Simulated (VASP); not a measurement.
Wanted: the native input for a VASP 6.6.1 run.

```
Task                   : single point
Functional             : r2SCAN
Potentials or basis    : VASP PAW PBE potentials, release 64 (Zn, F)
Cutoff                 : 660 eV
k mesh                 : 6 × 6 × 10
Occupations            : fermi-dirac, width 0.02 eV
Spin                   : no spin polarisation
Dipole correction      : no
Further INCAR settings : ALGO = Normal; EDIFF = 1e-06; NBANDS = 35
```

The system is ZnF2.

```
CELL_PARAMETERS angstrom
4.79607 0.00000 0.00000
0.00000 4.79607 0.00000
0.00000 0.00000 3.19050
ATOMIC_POSITIONS crystal
Zn 0.00000 0.00000 0.00000
Zn 0.50000 0.50000 0.50000
F 0.30531 0.30531 0.00000
F 0.19469 0.80531 0.50000
F 0.69469 0.69469 0.00000
F 0.80531 0.19469 0.50000
```

These files were run (other wordings do the same):

POSCAR

```
ZnF2
1.0
    4.7960668900      0.0000000000      0.0000000000
    0.0000000000      4.7960668900      0.0000000000
    0.0000000000      0.0000000000      3.1905032100
Zn F
2 4
Direct
    0.0000000000      0.0000000000      0.0000000000
    0.5000000000      0.5000000000      0.5000000000
    0.3053135975      0.3053135975      0.0000000000
    0.1946864025      0.8053135975      0.5000000000
    0.6946864025      0.6946864025      0.0000000000
    0.8053135975      0.1946864025      0.5000000000
```

INCAR.step1

```
PREC     = Accurate       # precision mode
ENCUT    = 660            # plane-wave cutoff, eV
ISMEAR   = -1             # smearing method
SIGMA    = 0.02           # smearing width, eV
LREAL    = F              # projectors in reciprocal space
LASPH    = T              # aspherical terms in the spheres
NELM     = 120            # most SCF steps
NBANDS   = 35             # bands
GGA      = PE             # functional
ALGO     = Normal         # electronic algorithm
EDIFF    = 1E-5           # SCF threshold, eV
LWAVE    = T              # write WAVECAR
LCHARG   = F              # write CHGCAR
GGA_COMPAT= F
```

INCAR.step2

```
PREC     = Accurate       # precision mode
ENCUT    = 660            # plane-wave cutoff, eV
EDIFF    = 1E-6           # SCF threshold, eV
ISMEAR   = -1             # smearing method
SIGMA    = 0.02           # smearing width, eV
LREAL    = F              # projectors in reciprocal space
LASPH    = T              # aspherical terms in the spheres
NELM     = 120            # most SCF steps
ALGO     = Normal         # electronic algorithm
ISIF     = 2              # what is computed and relaxed
LWAVE    = F              # write WAVECAR
LCHARG   = F              # write CHGCAR
METAGGA  = R2SCAN         # meta-GGA
LMIXTAU  = T            
NBANDS   = 35             # bands
ISTART   = 1            
GGA_COMPAT= F
```

KPOINTS

```
regular mesh
0
Gamma
  6 6 10
```

Potentials or basis: VASP PAW PBE potentials, release 64 (Zn, F).

The run is started by

```bash
$ cat potpaw_PBE.64/Zn/POTCAR potpaw_PBE.64/F/POTCAR > POTCAR
$ cp INCAR.step1 INCAR
$ mpirun -np 1 vasp_std > vasp.out
$ cp INCAR.step2 INCAR
$ mpirun -np 1 vasp_std > vasp.out
```

Results of the run:

```yaml
Pressure: -5.9 GPa
Largest_force: 0.018 eV/Å
Band_gap_on_the_k_mesh: 4.17 eV
```

Caveat: the cell stands under tension; the PAW data sets were made with another functional, which shifts forces and pressure a little.

Run time: 4.6 min on 1 thread of Intel(R) Xeon(R) 6975P-C (Granite Rapids), with other jobs on the host, peak memory 0.33 GiB.
